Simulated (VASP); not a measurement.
Input of a VASP 6.6.1 run:

Contents of INCAR:

```
PREC = Accurate ; ENCUT = 520
EDIFF = 1E-6 ; ISMEAR = 1
SIGMA = 0.2 ; LREAL = F
LASPH = T ; NELM = 150
ALGO = Normal ; ISIF = 2
LWAVE = F ; LCHARG = F
ISPIN = 2 ; MAGMOM = 0.672
LORBIT = 11 ; LMAXMIX = 4
GGA = PE ; NBANDS = 15
```

File KPOINTS:

```
regular mesh
0
Gamma
  15 15 15
```

The input POSCAR:

```
Ni
1.0
    0.0000000000      1.7596893266      1.7596893266
    1.7596893266      0.0000000000      1.7596893266
    1.7596893266      1.7596893266      0.0000000000
Ni
1
Direct
    0.0000000000      0.0000000000      0.0000000000
```

Potentials or basis: VASP PAW PBE potentials, release 64 (Ni).

Run with:

```sh
$ cat potpaw_PBE.64/Ni/POTCAR > POTCAR
$ mpirun -np 1 vasp_std > vasp.out
```

(1) Predict the pressure.

(2) Estimate the net moment.

(3) Estimate the site moments.

## Answers

(1) -0.2 GPa.

(2) 0.65 μB per cell.

(3) Ni +0.66 μB.
